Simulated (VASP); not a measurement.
# Nb (Fd-3m) in VASP: notebook

The runs below take Nb through relaxation of cell and atoms, single point, with PBEsol.

Everything below comes from runs of VASP 6.6.1. Logs are shortened: lines on timing, memory, paths and dates and some standing lists are left out, and cuts for length are marked.

## Step 1: The cell of the first run

The structure is cubic, space group Fd-3m (No. 227). Conventional cell: a = 5.154 Å, b = 5.154 Å, c = 5.154 Å, α = 90.00°, β = 90.00°, γ = 90.00°. Within 3.0 Å of Nb (site symmetry -43m) lie 4 Nb at 2.23 Å.

## Step 2: Relaxation of cell and atoms, PBEsol, target pressure 51 GPa, at which the enthalpy is minimised

INCAR

```
ALGO = Normal
EDIFF = 1E-6
EDIFFG = -0.005
ENCUT = 600
GGA = PS
IBRION = 2
ISIF = 3
ISMEAR = -1
LASPH = T
LCHARG = F
LREAL = F
LWAVE = F
NELM = 60
NSW = 60
PREC = Accurate
PSTRESS = 510.0
SIGMA = 0.05
```

KPOINTS

```
k-points
0
Gamma
  13 13 13
```

POSCAR

```
Nb
1.0
    0.0000000000      2.5770765834      2.5770765834
    2.5770765834      0.0000000000      2.5770765834
    2.5770765834      2.5770765834      0.0000000000
Nb
2
Direct
   -0.1250000000     -0.1250000000     -0.1250000000
    0.1250000000      0.1250000000      0.1250000000
```

Potentials or basis: VASP PAW PBE potentials, release 64 (Nb_sv).

Run with:

```bash
$ cat potpaw_PBE.64/Nb_sv/POTCAR > POTCAR
$ mpirun -np 1 vasp_std > vasp.out
```

OUTCAR:

```text
EDIFF = 1E-6
   EDIFFG = -0.005
   ENCUT = 600
   GGA = PS
   IBRION = 2
   ISIF = 3
   ISMEAR = -1
   LASPH = T
   LREAL = F
   NELM = 60
   NSW = 60
   PREC = Accurate
   PSTRESS = 510.0

 ion  position               nearest neighbor table
   1  0.875  0.875  0.875-   2 2.23   2 2.23   2 2.23   2 2.23
   2  0.125  0.125  0.125-   1 2.23   1 2.23   1 2.23   1 2.23

  LATTYP: Found a face centered cubic cell.
 ALAT       =     5.1541531668

  Lattice vectors:

 A1 = (   0.0000000000,   2.5770765834,   2.5770765834)
 A2 = (   2.5770765834,   0.0000000000,   2.5770765834)
 A3 = (   2.5770765834,   2.5770765834,   0.0000000000)

Analysis of symmetry for initial positions (statically):
=====================================================================
 Subroutine PRICEL returns:
 Original cell was already a primitive cell.

 Routine SETGRP: Setting up the symmetry group for a
 face centered cubic supercell.

 Subroutine GETGRP returns: Found 48 space group operations
 (whereof 12 operations were pure point group operations)
 out of a pool of 48 trial point group operations.

The static configuration has the point symmetry D_3d.
 The point group associated with its full space group is O_h .

Analysis of symmetry for dynamics (positions and initial velocities):
=====================================================================
 Subroutine PRICEL returns:
 Original cell was already a primitive cell.

 Routine SETGRP: Setting up the symmetry group for a
 face centered cubic supercell.

 Subroutine GETGRP returns: Found 48 space group operations
 (whereof 12 operations were pure point group operations)
 out of a pool of 48 trial point group operations.

The dynamic configuration has the point symmetry D_3d.
 The point group associated with its full space group is O_h .

 Subroutine INISYM returns: Found 48 space group operations
 (whereof 12 operations are pure point group operations),
 and found     1 'primitive' translations

----------------------------------------------------------------------------------------

                                     Primitive cell

  volume of cell :      34.2304

  direct lattice vectors                    reciprocal lattice vectors
     0.000000000  2.577076583  2.577076583    -0.194018293  0.194018293  0.194018293
     2.577076583  0.000000000  2.577076583     0.194018293 -0.194018293  0.194018293
     2.577076583  2.577076583  0.000000000     0.194018293  0.194018293 -0.194018293

  length of vectors
     3.644536656  3.644536656  3.644536656     0.336049541  0.336049541  0.336049541

  position of ions in fractional coordinates (direct lattice)
     0.875000000  0.875000000  0.875000000
     0.125000000  0.125000000  0.125000000

  ion indices of the primitive-cell ions
   primitive index   ion index
                 1           1
                 2           2

----------------------------------------------------------------------------------------

 KPOINTS: k-points

Automatic generation of k-mesh.
 Grid dimensions read from file:
 generate k-points for:   13   13   13

 Generating k-lattice:

  Cartesian coordinates                     Fractional coordinates (reciprocal lattice)
    -0.014924484  0.014924484  0.014924484     0.076923077  0.000000000  0.000000000
     0.014924484 -0.014924484  0.014924484     0.000000000  0.076923077  0.000000000
     0.014924484  0.014924484 -0.014924484     0.000000000  0.000000000  0.076923077

  Length of vectors
     0.025849965  0.025849965  0.025849965

  Shift w.r.t. Gamma in fractional coordinates (k-lattice)
     0.000000000  0.000000000  0.000000000

 Subroutine IBZKPT returns following result:
 ===========================================

 Found     84 irreducible k-points:

 Following reciprocal coordinates:
            Coordinates               Weight
  0.000000  0.000000  0.000000      1.000000
  0.076923  0.000000  0.000000      8.000000
  0.153846  0.000000  0.000000      8.000000
  0.230769  0.000000  0.000000      8.000000
  0.307692  0.000000  0.000000      8.000000
  0.384615  0.000000  0.000000      8.000000
[... 16 lines left out ...]
  0.384615  0.153846  0.000000     24.000000
  0.461538  0.153846  0.000000     24.000000
 [... further k-points ...]
   k-points           NKPTS =     84   k-points in BZ     NKDIM =     84   number of bands    NBANDS=     17
   number of dos      NEDOS =    301   number of ions     NIONS =      2
   total plane-waves  NPLWV =  27000
   dimension x,y,z NGX =    30 NGY =   30 NGZ =   30
   dimension x,y,z NGXF=    60 NGYF=   60 NGZF=   60
   ions per type =               2
   NGX,Y,Z   is equivalent  to a cutoff of  13.68, 13.68, 13.68 a.u.
   NGXF,Y,Z  is equivalent  to a cutoff of  27.37, 27.37, 27.37 a.u.
 SYSTEM =  unknown system
   PREC   = accura    normal or accurate (medium, high low for compatibility)
   ISTART =      0    job   : 0-new  1-cont  2-samecut
   ICHARG =      2    charge: 1-file 2-atom 10-const
   ISPIN  =      1    spin polarized calculation?
   LNONCOLLINEAR =      F non collinear calculations
   LSORBIT =      F    spin-orbit coupling
   LASPH  =      T    aspherical Exc in radial PAW
   ENCUT  =  600.0 eV  44.10 Ry    6.64 a.u.   7.28  7.28  7.28*2*pi/ulx,y,z
   NELM   =     60;   NELMIN=  2; NELMDL= -5     # of ELM steps
   EDIFF  = 0.1E-05   stopping-criterion for ELM
   LREAL  =      F    real-space projection
   EDIFFG = -.5E-02   stopping-criterion for IOM
   NSW    =     60    number of steps for IOM
   IBRION =      2    ionic relax: 0-MD 1-quasi-New 2-CG
   NFREE  =      1    steps in history (QN), initial steepest desc. (CG)
   ISIF   =      3    stress and relaxation
   ISYM   =      2    0-nonsym 1-usesym 2-fastsym
   POTIM  = 0.5000    time-step for ionic-motion
   TEBEG  =    0.0;   TEEND  =   0.0 temperature during run
   PSTRESS=  510.0 pullay stress
   NELECT =      26.0000    total number of electrons
   NUPDOWN=      -1.0000    fix difference up-down
   EMIN   =  10.00;   EMAX   =-10.00  energy-range for DOS
   EFERMI =   0.00;   METHOD = LEGACY
   ISMEAR =    -1;   SIGMA  =   0.05  broadening in eV -4-tet -1-fermi 0-gaus
   EFERMI_NEDOS =   21; number of points for ismear=-14 and -15
   IALGO  =     38    algorithm
   IMIX   =      4    mixing-type and parameters
     AMIX     =   0.40;   BMIX     =  1.00
     AMIX_MAG =   1.60;   BMIX_MAG =  1.00
  volume/ion in A,a.u.               =      17.12       115.50
  Fermi-wavevector in a.u.,A,eV,Ry     =   1.493695  2.822674 30.356299  2.231125
  Thomas-Fermi vector in A             =   2.606063
   LORBIT       =      0    0 simple, 1 ext, 2 COOP (PROOUT), +10 PAW based schemes
   GGA     = PS    functional components
   LHFCALC =     F    Hartree Fock is set to
   AEXX    =    0.0000 exact exchange contribution
   IVDW    =     0    specifies the selected vdW correction
   LEPSILON=     F    determine dielectric tensor
   LRPA    =     F    only Hartree local field effects (RPA)
 conjugate gradient relaxation of ions
 non-spin polarized calculation
  energy-cutoff  :      600.00
  volume of cell :       34.23
 maximum number of plane-waves:      1163
 NGX is ok and might be reduce to    30
   NGX = 15   NGY = 15   NGZ = 15

--------------------------------------- Ionic step        1  -------------------------------------------

 number of electron      26.0000001 magnetization

 Free energy of the ion-electron system (eV)
  ---------------------------------------------------
  ext. energy  EPLUGINS =         0.00000000
  ---------------------------------------------------
  free energy    TOTEN  =       -14.67211234 eV

  energy without entropy =      -14.65433548  energy(sigma->0) =      -14.66322391

------------------------ aborting loop because EDIFF is reached ----------------------------------------

  FORCE on cell =-STRESS in cart. coord.  units (eV):
  Direction    XX          YY          ZZ          XY          YZ          ZX
  --------------------------------------------------------------------------------------
  -------------------------------------------------------------------------------------
  Total       12.1685515     12.1685515     12.1685515     -0.0000000     -0.0000000     -0.0000000
  in kB      569.5573972    569.5573972    569.5573972     -0.0000000     -0.0000000     -0.0000000
  external PRESSURE =      59.5573972 kB  Pullay stress =     510.0000000 kB
[... 99 lines left out ...]
  enthalpy is  TOTEN    =        -3.7894727888 eV   P V=       11.1385950892

--------------------------------------- Ionic step        4  -------------------------------------------

 number of electron      25.9999999 magnetization

 Free energy of the ion-electron system (eV)
  ---------------------------------------------------
  ext. energy  EPLUGINS =         0.00000000
  ---------------------------------------------------
  free energy    TOTEN  =       -14.92098937 eV

  energy without entropy =      -14.90237191  energy(sigma->0) =      -14.91168064

 E-fermi :  11.5481     XC(G=0): -12.3713

 val. band max:       11.5384554230   @ k =  -0.3846   0.3077   0.1538
 cond. band min:      11.5741861842   @ k =  -0.1538   0.0769   0.0000
 fundamental gap:      0.0357307612
 Fermi energy:        11.5480665943

 k-point     1 :       0.0000    0.0000    0.0000
  band No.  band energies     occupation
      1     -43.7567      2.00000
      2     -41.4483      2.00000
      3     -20.3747      2.00000
      4     -20.3747      2.00000
      5     -20.3747      2.00000
      6     -17.7295      2.00000
[... 9 lines left out ...]
     16      14.3365      0.00000
     17      14.3365      0.00000
[... 443 lines left out ...]
      1     -43.2040      2.00000
      2     -42.1053      2.00000
      3     -20.9496      2.00000
      4     -20.8110      2.00000
      5     -20.0064      2.00000
      6     -17.9217      2.00000
[... 9 lines left out ...]
     16      14.6163      0.00000
     17      15.5153      0.00000

 [... further k-points ...]
[... 5 lines left out ...]
  --------------------------------------------------------------------------------------
  -------------------------------------------------------------------------------------
  Total       11.1295098     11.1295098     11.1295098      0.0000000      0.0000000      0.0000000
  in kB      509.9086025    509.9086025    509.9086025      0.0000000      0.0000000      0.0000000
  external PRESSURE =      -0.0913975 kB  Pullay stress =     510.0000000 kB
[... 17 lines left out ...]
  FREE ENERGIE OF THE ION-ELECTRON SYSTEM (eV)
  ---------------------------------------------------
  free  energy   TOTEN  =       -14.9209893669 eV

  energy  without entropy=      -14.9023719064  energy(sigma->0) =      -14.91168064

  enthalpy is  TOTEN    =        -3.7894847242 eV   P V=       11.1315046427

 reached required accuracy - stopping structural energy minimisation
```

Wall time 1.8 min (1 thread of AMD EPYC 9R45 (Zen 5), shared host); peak memory 0.18 GiB.

What came out:

```yaml
Free_energy: -14.9210 eV
Relaxed_volume: 17.48 Å³/atom
Relaxed_cell: a = 3.671 Å, b = 3.671 Å, c = 3.671 Å, α = 60.00°, β = 60.00°, γ = 60.00°
Space_group_after_relaxing_to_0.05_Å: Fd-3m (No. 227)
Energy_change_on_relaxing_the_enthalpy_is_what_falls: -124.4 meV/atom
Ionic_steps: 4
Pressure_after_relaxing: 51.0 GPa
Band_gap_on_the_k_mesh: zero (band 13 reaches 12.50 eV, above the bottom of band 14 at 9.92 eV)
```

The path:
```tsv
step	energy change (eV)	largest force (eV/Å)	pressure (GPa)	volume (Å³)
1	0.0000	0.0000	56.96	34.23
2	-0.9170	0.0000	35.36	37.48
3	-0.2560	0.0000	50.83	34.99
4	-0.2489	0.0000	50.99	34.97
```

Final structure:
```
CELL_PARAMETERS angstrom
0.00000 2.59550 2.59550
2.59550 0.00000 2.59550
2.59550 2.59550 0.00000
ATOMIC_POSITIONS crystal
Nb 0.87500 0.87500 0.87500
Nb 0.12500 0.12500 0.12500
```

Levels at points of the mesh, in eV from the Fermi level:
| k point | band 9 | band 10 | band 11 | band 12 | band 13 | band 14 | band 15 | band 16 | band 17 |
| --- | --- | --- | --- | --- | --- | --- | --- | --- | --- |
| (0.00, 0.00, 0.00) | -5.46 | -3.15 | -3.15 | -0.89 | -0.89 | -0.89 | 2.79 | 2.79 | 2.79 |

Caveat: the cell is relaxed towards a set pressure, so the enthalpy falls and the energy may rise; the PAW data sets were made with another functional, which shifts forces and pressure a little.

(Continued in part 2 of 2.)
